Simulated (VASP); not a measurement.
## Ta: single point with PBEsol

The system is Ta.

```
Ta
1.0
    -1.58003    1.64023    1.88626
     1.58003   -1.64023    1.88626
     1.58003    1.64023   -1.88626
Ta
1
Direct
  0.00000 0.00000 0.00000
```

This cell differs from its parent crystal: normal strain along x -0.0367, normal strain along z +0.1500.

```yaml
Program: VASP 6.6.1
Task: single point
Functional: PBEsol
Potentials_or_basis: VASP PAW PBE potentials, release 64 (Ta_pv)
Cutoff: 520 eV
k_mesh: 20 × 20 × 20
Occupations: gaussian, width 0.15 eV
Spin: no spin polarisation
Dipole_correction: no
Further_INCAR_settings: ALGO = Fast; EDIFF = 1e-07; NBANDS = 12
```

| Property | Result |
| --- | --- |
| Pressure | -15.6 GPa |

Stress tensor (GPa, compression positive):
```
-11.61   0.00   0.00
  0.00 -12.50   0.00
  0.00   0.00 -22.71
```

Levels at points of the mesh, in eV from the Fermi level:
| k point | band 2 | band 3 | band 4 | band 5 | band 6 | band 7 | band 8 | band 9 |
| --- | --- | --- | --- | --- | --- | --- | --- | --- |
| (0.00, 0.00, 0.00) | -33.48 | -33.46 | -7.73 | 0.04 | 0.55 | 1.90 | 2.22 | 4.34 |
| (0.50, 0.00, 0.00) | -33.68 | -33.48 | -4.24 | -0.44 | 0.77 | 1.82 | 4.51 | 6.52 |
| (0.00, 0.50, 0.00) | -33.72 | -33.51 | -4.17 | -0.95 | 1.05 | 2.12 | 5.14 | 6.48 |
| (0.50, 0.50, 0.00) | -33.83 | -33.58 | -4.06 | -2.43 | 1.91 | 4.71 | 5.39 | 7.01 |
| (0.50, 0.50, 0.50) | -34.01 | -33.94 | -3.70 | -3.23 | 5.37 | 5.77 | 6.23 | 6.35 |

Run time: 110 s on 1 thread of Intel(R) Xeon(R) 6975P-C (Granite Rapids) (shared host), peak memory 0.36 GiB.

Caveat: the cell differs from its parent crystal (normal strain along x -0.0367, normal strain along z +0.1500); the PAW data sets were made with another functional, which shifts forces and pressure a little; spin-orbit coupling is left out, which moves the levels of the heavy elements.
